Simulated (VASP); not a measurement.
Write the native input for VASP 6.6.1 that does the following.

```
Task                   : electric field gradients
Functional             : PBEsol
Potentials or basis    : VASP PAW PBE potentials, release 64 (Al)
Cutoff                 : 520 eV
k mesh                 : 14 × 14 × 14
Occupations            : fermi-dirac, width 0.05 eV
Spin                   : no spin polarisation
Dipole correction      : no
Further INCAR settings : ALGO = Normal; EDIFF = 1e-08; NBANDS = 8
```

The structure of Al lies in POSCAR:

```
Al
1.0
   -0.0607194000      1.9936203000      1.9936203000
    1.9936203000     -0.0607194000      1.9936203000
    1.9936203000      1.9936203000     -0.0607194000
Al
1
Direct
    0.0000000000      0.0000000000      0.0000000000
```

This cell differs from its parent crystal: equal xy, yz and zx shear strains of -3 %.

These files were run (other wordings do the same):

INCAR

```
SYSTEM = Al
  ALGO = Normal
  EDIFF = 1E-8
  ENCUT = 520
  GGA = PS
  ISIF = 2
  ISMEAR = -1
  LASPH = .TRUE.
  LCHARG = .FALSE.
  LEFG = .TRUE.
  LREAL = .FALSE.
  LWAVE = .FALSE.
  NBANDS = 8
  NELM = 60
  PREC = Accurate
  SIGMA = 0.05
```

KPOINTS

```
k-points
0
G
  14 14 14
  0 0 0
```

Potentials or basis: VASP PAW PBE potentials, release 64 (Al).

Launch:

```sh
$ cat potpaw_PBE.64/Al/POTCAR > POTCAR
$ mpirun -np 1 vasp_std > vasp.out
```

Results of the run:

```
Pressure : -1.7 GPa
```

Caveat: the cell differs from its parent crystal (equal xy, yz and zx shear strains of -3 %); without QUAD_EFG the Cq values of the log hold for a quadrupole moment of 1 mb, not for the nuclei; the PAW data sets were made with another functional, which shifts forces and pressure a little.

It took 18 s on 1 thread of AMD EPYC 9R45 96-Core Processor (Zen 5), on a shared host, peak memory 0.12 GiB.
